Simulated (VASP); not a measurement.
# AlN (P6_3mc) in VASP: settings compared

AlN is run at these levels: PBE, r2SCAN; tasks: single point.

Program: VASP 6.6.1. These are calculated values, not measurements. Logs are shortened: lines on timing, memory, paths and dates and some standing lists are left out, and cuts for length are marked.

## 1. The cell of the first run

Symmetry: P6_3mc, No. 186, hexagonal system. The conventional cell has a = 3.107 Å, b = 3.107 Å, c = 4.979 Å, α = 90.00°, β = 90.00°, γ = 120.00°. Within 2.5 Å of Al (site symmetry 3m) lie 4 N at 1.89 to 1.90 Å. N (site symmetry 3m) has 4 Al at 1.89 to 1.90 Å within 2.5 Å.

## 2. Single point, PBE

INCAR

```
SYSTEM = AlN
ALGO     = Normal         ! electronic algorithm
EDIFF    = 1E-7           ! SCF threshold, eV
ENCUT    = 520            ! plane-wave cutoff, eV
GGA      = PE             ! functional
ISIF     = 2              ! what is computed and relaxed
ISMEAR   = 0              ! smearing method
LASPH    = .TRUE.         ! aspherical terms in the spheres
LCHARG   = .TRUE.         ! write CHGCAR
LELF     = .TRUE.         ! ELF
LREAL    = .FALSE.        ! projectors in reciprocal space
LVHAR    = .TRUE.       
LWAVE    = .FALSE.        ! write WAVECAR
NBANDS   = 16             ! bands
NELM     = 60             ! most SCF steps
PREC     = Accurate       ! precision mode
SIGMA    = 0.01           ! smearing width, eV
```

KPOINTS

```
k-points
0
G
  6 6 4
  0 0 0
```

POSCAR

```
AlN
1.0
    3.1066937602      0.0000000000      0.0000000000
   -1.5533468801      2.6904757181      0.0000000000
    0.0000000000      0.0000000000      4.9785915519
Al N
2 2
Direct
    0.3333333333      0.6666666667     -0.0032954727
    0.6666666667      0.3333333333      0.4967045273
    0.3333333333      0.6666666667      0.3782954727
    0.6666666667      0.3333333333      0.8782954727
```

Potentials or basis: VASP PAW PBE potentials, release 64 (Al, N).

Launch:

```
$ cat potpaw_PBE.64/Al/POTCAR potpaw_PBE.64/N/POTCAR > POTCAR
$ mpirun -np 1 vasp_std > vasp.out
```

OUTCAR:

```text
SYSTEM = AlN
   EDIFF = 1E-7
   ENCUT = 520
   GGA = PE
   ISIF = 2
   ISMEAR = 0
   LASPH = .TRUE.
   LREAL = .FALSE.
   NELM = 60
   PREC = Accurate

 ion  position               nearest neighbor table
   1  0.333  0.667  0.997-   4 1.89   4 1.89   4 1.89   3 1.90   2 3.07   2 3.07   2 3.07   2 3.07
                             2 3.07   2 3.07
   2  0.667  0.333  0.497-   3 1.89   3 1.89   3 1.89   4 1.90   1 3.07   1 3.07   1 3.07   1 3.07
                             1 3.07   1 3.07
   3  0.333  0.667  0.378-   2 1.89   2 1.89   2 1.89   1 1.90
   4  0.667  0.333  0.878-   1 1.89   1 1.89   1 1.89   2 1.90

  LATTYP: Found a hexagonal cell.
 ALAT       =     3.1066937602
 C/A-ratio  =     1.6025369528

  Lattice vectors:

 A1 = (   3.1066937602,   0.0000000000,   0.0000000000)
 A2 = (  -1.5533468801,   2.6904757181,   0.0000000000)
 A3 = (   0.0000000000,   0.0000000000,   4.9785915519)

Analysis of symmetry for initial positions (statically):
=====================================================================
 Subroutine PRICEL returns:
 Original cell was already a primitive cell.

 Routine SETGRP: Setting up the symmetry group for a
 hexagonal supercell.

 Subroutine GETGRP returns: Found 12 space group operations
 (whereof  6 operations were pure point group operations)
 out of a pool of 24 trial point group operations.

The static configuration has the point symmetry C_3v.
 The point group associated with its full space group is C_6v.

Analysis of symmetry for dynamics (positions and initial velocities):
=====================================================================
 Subroutine PRICEL returns:
 Original cell was already a primitive cell.

 Routine SETGRP: Setting up the symmetry group for a
 hexagonal supercell.

 Subroutine GETGRP returns: Found 12 space group operations
 (whereof  6 operations were pure point group operations)
 out of a pool of 24 trial point group operations.

The dynamic configuration has the point symmetry C_3v.
 The point group associated with its full space group is C_6v.

 Subroutine INISYM returns: Found 12 space group operations
 (whereof  6 operations are pure point group operations),
 and found     1 'primitive' translations

----------------------------------------------------------------------------------------

                                     Primitive cell

  volume of cell :      41.6135

  direct lattice vectors                    reciprocal lattice vectors
     3.106693760  0.000000000  0.000000000     0.321885605  0.185840741  0.000000000
    -1.553346880  2.690475718  0.000000000     0.000000000  0.371681481  0.000000000
     0.000000000  0.000000000  4.978591552     0.000000000  0.000000000  0.200860020

  length of vectors
     3.106693760  3.106693760  4.978591552     0.371681481  0.371681481  0.200860020

  position of ions in fractional coordinates (direct lattice)
     0.333333333  0.666666667  0.996704527
     0.666666667  0.333333333  0.496704527
     0.333333333  0.666666667  0.378295473
     0.666666667  0.333333333  0.878295473

  ion indices of the primitive-cell ions
   primitive index   ion index
                 1           1
                 2           2
                 3           3
                 4           4

----------------------------------------------------------------------------------------

 KPOINTS: k-points

Automatic generation of k-mesh.
 Grid dimensions read from file:
 generate k-points for:    6    6    4

 Generating k-lattice:

  Cartesian coordinates                     Fractional coordinates (reciprocal lattice)
     0.053647601  0.030973457  0.000000000     0.166666667  0.000000000  0.000000000
     0.000000000  0.061946914  0.000000000     0.000000000  0.166666667  0.000000000
     0.000000000  0.000000000  0.050215005     0.000000000  0.000000000  0.250000000

  Length of vectors
     0.061946914  0.061946914  0.050215005

  Shift w.r.t. Gamma in fractional coordinates (k-lattice)
     0.000000000  0.000000000  0.000000000

 Subroutine IBZKPT returns following result:
 ===========================================

 Found     21 irreducible k-points:

 Following reciprocal coordinates:
            Coordinates               Weight
  0.000000  0.000000  0.000000      1.000000
  0.166667  0.000000  0.000000      6.000000
  0.333333 -0.000000  0.000000      6.000000
  0.500000 -0.000000  0.000000      3.000000
  0.166667  0.166667  0.000000      6.000000
  0.333333  0.166667  0.000000     12.000000
[... 13 lines left out ...]
  0.333333  0.166667  0.500000     12.000000
  0.333333  0.333333  0.500000      2.000000
   k-points           NKPTS =     21   k-points in BZ     NKDIM =     21   number of bands    NBANDS=     16
   number of dos      NEDOS =    301   number of ions     NIONS =      4
   total plane-waves  NPLWV =  23040
   dimension x,y,z NGX =    24 NGY =   24 NGZ =   40
   dimension x,y,z NGXF=    48 NGYF=   48 NGZF=   80
   ions per type =               2   2
   NGX,Y,Z   is equivalent  to a cutoff of  12.84, 12.84, 13.36 a.u.
   NGXF,Y,Z  is equivalent  to a cutoff of  25.69, 25.69, 26.71 a.u.
 SYSTEM =  AlN
   PREC   = accura    normal or accurate (medium, high low for compatibility)
   ISTART =      0    job   : 0-new  1-cont  2-samecut
   ICHARG =      2    charge: 1-file 2-atom 10-const
   ISPIN  =      1    spin polarized calculation?
   LNONCOLLINEAR =      F non collinear calculations
   LSORBIT =      F    spin-orbit coupling
   LASPH  =      T    aspherical Exc in radial PAW
   ENCUT  =  520.0 eV  38.22 Ry    6.18 a.u.   5.78  5.78  9.26*2*pi/ulx,y,z
   NELM   =     60;   NELMIN=  2; NELMDL= -5     # of ELM steps
   EDIFF  = 0.1E-06   stopping-criterion for ELM
   LREAL  =      F    real-space projection
   EDIFFG = 0.1E-05   stopping-criterion for IOM
   NSW    =      0    number of steps for IOM
   IBRION =     -1    ionic relax: 0-MD 1-quasi-New 2-CG
   NFREE  =      0    steps in history (QN), initial steepest desc. (CG)
   ISIF   =      2    stress and relaxation
   ISYM   =      2    0-nonsym 1-usesym 2-fastsym
   POTIM  = 0.5000    time-step for ionic-motion
   TEBEG  =    0.0;   TEEND  =   0.0 temperature during run
   PSTRESS=    0.0 pullay stress
   NELECT =      16.0000    total number of electrons
   NUPDOWN=      -1.0000    fix difference up-down
   EMIN   =  10.00;   EMAX   =-10.00  energy-range for DOS
   EFERMI =   0.00;   METHOD = LEGACY
   ISMEAR =     0;   SIGMA  =   0.01  broadening in eV -4-tet -1-fermi 0-gaus
   EFERMI_NEDOS =   21; number of points for ismear=-14 and -15
   IALGO  =     38    algorithm
   IMIX   =      4    mixing-type and parameters
     AMIX     =   0.40;   BMIX     =  1.00
     AMIX_MAG =   1.60;   BMIX_MAG =  1.00
  volume/ion in A,a.u.               =      10.40        70.21
  Fermi-wavevector in a.u.,A,eV,Ry     =   1.190429  2.249585 19.281103  1.417121
  Thomas-Fermi vector in A             =   2.326514
   LORBIT       =      0    0 simple, 1 ext, 2 COOP (PROOUT), +10 PAW based schemes
   GGA     = PE    functional components
   LHFCALC =     F    Hartree Fock is set to
   AEXX    =    0.0000 exact exchange contribution
   IVDW    =     0    specifies the selected vdW correction
   LEPSILON=     F    determine dielectric tensor
   LRPA    =     F    only Hartree local field effects (RPA)
 non-spin polarized calculation
 Gauss-broadening in eV      SIGMA  =   0.01
  energy-cutoff  :      520.00
  volume of cell :       41.61
 maximum number of plane-waves:      1152
 NGX is ok and might be reduce to    24
   NGX = 11   NGY = 11   NGZ = 19

 number of electron      15.9999997 magnetization

 Free energy of the ion-electron system (eV)
  ---------------------------------------------------
  ext. energy  EPLUGINS =         0.00000000
  ---------------------------------------------------
  free energy    TOTEN  =       -29.76652655 eV

  energy without entropy =      -29.76652655  energy(sigma->0) =      -29.76652655

 E-fermi :   6.2459     XC(G=0): -10.9265

 val. band max:        6.1866225089   @ k =   0.0000   0.0000   0.0000
 cond. band min:      10.4297492104   @ k =   0.0000   0.0000   0.0000
 fundamental gap:      4.2431267015
 Fermi energy:         6.2459299748

 k-point     1 :       0.0000    0.0000    0.0000
  band No.  band energies     occupation
      1      -9.0203      2.00000
      2      -6.8655      2.00000
      3       0.1771      2.00000
      4       5.3274      2.00000
      5       5.3274      2.00000
      6       5.9763      2.00000
[... 8 lines left out ...]
     15      19.3683      0.00000
     16      19.3683      0.00000

 k-point     2 :       0.1667    0.0000    0.0000
  band No.  band energies     occupation
      1      -8.6719      2.00000
      2      -6.6763      2.00000
      3       0.5946      2.00000
      4       3.9060      2.00000
      5       4.6884      2.00000
      6       4.9349      2.00000
[... 8 lines left out ...]
     15      18.5796      0.00000
     16      19.0133      0.00000

 k-point     3 :       0.3333   -0.0000    0.0000
  band No.  band energies     occupation
      1      -7.7720      2.00000
      2      -6.3405      2.00000
      3       1.6747      2.00000
      4       1.7512      2.00000
      5       2.8591      2.00000
      6       4.3443      2.00000
[... 8 lines left out ...]
     15      18.3148      0.00000
     16      20.6297      0.00000

 k-point     4 :       0.5000   -0.0000    0.0000
  band No.  band energies     occupation
      1      -7.0433      2.00000
      2      -6.3459      2.00000
      3       0.7256      2.00000
      4       2.0124      2.00000
      5       2.8372      2.00000
      6       4.0982      2.00000
[... 8 lines left out ...]
     15      19.0373      0.00000
     16      21.3680      0.00000

 k-point     5 :       0.1667    0.1667    0.0000
  band No.  band energies     occupation
      1      -8.0413      2.00000
      2      -6.4067      2.00000
      3       1.3821      2.00000
      4       2.8021      2.00000
      5       2.8030      2.00000
      6       4.4894      2.00000
[... 8 lines left out ...]
     15      18.7871      0.00000
     16      20.2591      0.00000

 k-point     6 :       0.3333    0.1667    0.0000
  band No.  band energies     occupation
      1      -7.1177      2.00000
      2      -6.2826      2.00000
      3       1.2193      2.00000
      4       2.2543      2.00000
      5       2.6925      2.00000
      6       3.3976      2.00000
[... 8 lines left out ...]
     15      18.6921      0.00000
     16      20.9566      0.00000
[... 210 lines left out ...]
 k-point    18 :       0.5000   -0.0000    0.5000
  band No.  band energies     occupation
      1      -6.6686      2.00000
      2      -6.6686      2.00000
      3       0.5750      2.00000
      4       0.5750      2.00000
      5       4.7217      2.00000
      6       4.7217      2.00000
[... 8 lines left out ...]
     15      19.4843      0.00000
     16      19.4843      0.00000

 k-point    19 :       0.1667    0.1667    0.5000
  band No.  band energies     occupation
      1      -7.3162      2.00000
      2      -7.3162      2.00000
      3       1.9700      2.00000
      4       1.9700      2.00000
      5       4.3515      2.00000
      6       4.3515      2.00000
[... 8 lines left out ...]
     15      19.1672      0.00000
     16      19.1672      0.00000

 k-point    20 :       0.3333    0.1667    0.5000
  band No.  band energies     occupation
      1      -6.6890      2.00000
      2      -6.6890      2.00000
      3       1.0225      2.00000
      4       1.0225      2.00000
      5       3.5562      2.00000
      6       3.5562      2.00000
[... 8 lines left out ...]
     15      19.6832      0.00000
     16      19.6832      0.00000

 k-point    21 :       0.3333    0.3333    0.5000
  band No.  band energies     occupation
      1      -6.4621      2.00000
      2      -6.4621      2.00000
      3       1.3452      2.00000
      4       1.3452      2.00000
      5       2.3150      2.00000
      6       2.3150      2.00000
[... 8 lines left out ...]
     15      20.0378      0.00000
     16      20.0378      0.00000

------------------------ aborting loop because EDIFF is reached ----------------------------------------

  FORCE on cell =-STRESS in cart. coord.  units (eV):
  Direction    XX          YY          ZZ          XY          YZ          ZX
  --------------------------------------------------------------------------------------
  -------------------------------------------------------------------------------------
  Total        1.1537460      1.1537460      1.1082528      0.0000000      0.0000000      0.0000000
  in kB       44.4208417     44.4208417     42.6692873      0.0000000      0.0000000      0.0000000
  external PRESSURE =      43.8369902 kB  Pullay stress =       0.0000000 kB

 VOLUME and BASIS-vectors are now :
 -----------------------------------------------------------------------------
  energy-cutoff  :      520.00
  volume of cell :       41.61
      direct lattice vectors                 reciprocal lattice vectors
     3.106693760  0.000000000  0.000000000     0.321885605  0.185840741  0.000000000
    -1.553346880  2.690475718  0.000000000     0.000000000  0.371681481  0.000000000
     0.000000000  0.000000000  4.978591552     0.000000000  0.000000000  0.200860020

 POSITION                                       TOTAL-FORCE (eV/Angst)
 -----------------------------------------------------------------------------------
     -0.00000      1.79365      4.96218         0.000000      0.000000     -0.010174
      1.55335      0.89683      2.47289        -0.000000      0.000000     -0.010174
     -0.00000      1.79365      1.88338         0.000000     -0.000000      0.010174
      1.55335      0.89683      4.37267        -0.000000      0.000000      0.010174
 -----------------------------------------------------------------------------------
    total drift:                               -0.000000     -0.000000     -0.000954

  FREE ENERGIE OF THE ION-ELECTRON SYSTEM (eV)
  ---------------------------------------------------
  free  energy   TOTEN  =       -29.7665265533 eV

  energy  without entropy=      -29.7665265533  energy(sigma->0) =      -29.76652655
```

It took 18 s on 1 thread of Intel Xeon 8259CL, shared host; peak memory 0.15 GiB.

What came out:

```yaml
Free_energy: -29.7665 eV
Pressure: 4.4 GPa
Largest_force: 0.010 eV/Å
Band_gap_on_the_k_mesh: 4.24 eV, direct
```

Forces on the atoms (eV/Å):
```
Al   0.000  0.000 -0.010
Al   0.000  0.000 -0.010
N    0.000  0.000  0.010
N    0.000  0.000  0.010
```

Levels at points of the mesh, in eV from the valence-band top:
```csv
k point,band 6,band 7,band 8,band 9,band 10,band 11
"(0.00, 0.00, 0.00)",-0.21,-0.21,0.00,4.24,6.70,10.64
"(0.50, 0.00, 0.00)",-2.09,-1.78,-0.69,5.81,5.83,8.22
"(0.00, 0.00, 0.50)",-0.54,-0.54,-0.54,6.50,6.50,10.35
"(0.50, 0.00, 0.50)",-1.46,-1.37,-1.37,5.32,5.32,9.28
```

## 3. Single point, r2SCAN

POSCAR is that of step 2.

INCAR.step1

```
PREC = Accurate
ENCUT = 520
ISMEAR = 0
SIGMA = 0.01
LREAL = False
LASPH = True
NELM = 80
NBANDS = 16
GGA = PE
ALGO = Normal
EDIFF = 1E-4
LWAVE = True
LCHARG = False
```

INCAR.step2

```
PREC = Accurate
ENCUT = 520
EDIFF = 1E-6
ISMEAR = 0
SIGMA = 0.01
LREAL = False
LASPH = True
NELM = 80
ALGO = Normal
ISIF = 2
LWAVE = False
LCHARG = False
METAGGA = R2SCAN
LMIXTAU = True
NBANDS = 16
ISTART = 1
```

KPOINTS

```
regular mesh
0
Gamma
  6 6 4
```

Potentials or basis: VASP PAW PBE potentials, release 64 (Al, N).

Launch:

```
$ cat potpaw_PBE.64/Al/POTCAR potpaw_PBE.64/N/POTCAR > POTCAR
$ cp INCAR.step1 INCAR
$ mpirun -np 1 vasp_std > vasp.out
$ cp INCAR.step2 INCAR
$ mpirun -np 1 vasp_std > vasp.out
```

Wall time 59 s (1 thread of Intel Xeon 8259CL, shared host); peak memory 0.16 GiB.

The run converged. Its results:

```
Free energy            : -38.4557 eV
Pressure               : -0.4 GPa
Largest force          : 0.003 eV/Å
Band gap on the k mesh : 4.92 eV, direct
```

Forces in eV/Å, atoms in the order of the input:
```
Al   0.000  0.000 -0.003
Al   0.000  0.000 -0.003
N    0.000  0.000  0.003
N    0.000  0.000  0.003
```

Levels at points of the mesh, in eV from the valence-band top:
| k point | band 4 | band 5 | band 6 | band 7 | band 8 | band 9 | band 10 | band 11 | band 12 | band 13 |
| --- | --- | --- | --- | --- | --- | --- | --- | --- | --- | --- |
| (0.00, 0.00, 0.00) | -0.88 | -0.88 | -0.22 | -0.22 | 0.00 | 4.92 | 7.54 | 11.62 | 12.04 | 12.04 |
| (0.50, 0.00, 0.00) | -4.22 | -3.39 | -2.14 | -1.77 | -0.71 | 6.45 | 6.56 | 9.05 | 11.26 | 11.72 |
| (0.00, 0.00, 0.50) | -3.37 | -0.56 | -0.56 | -0.56 | -0.56 | 7.26 | 7.26 | 11.32 | 11.32 | 12.36 |
| (0.50, 0.00, 0.50) | -5.66 | -1.50 | -1.50 | -1.39 | -1.39 | 6.00 | 6.00 | 10.15 | 10.15 | 12.94 |

Caveat: the PAW data sets were made with another functional, which shifts forces and pressure a little.
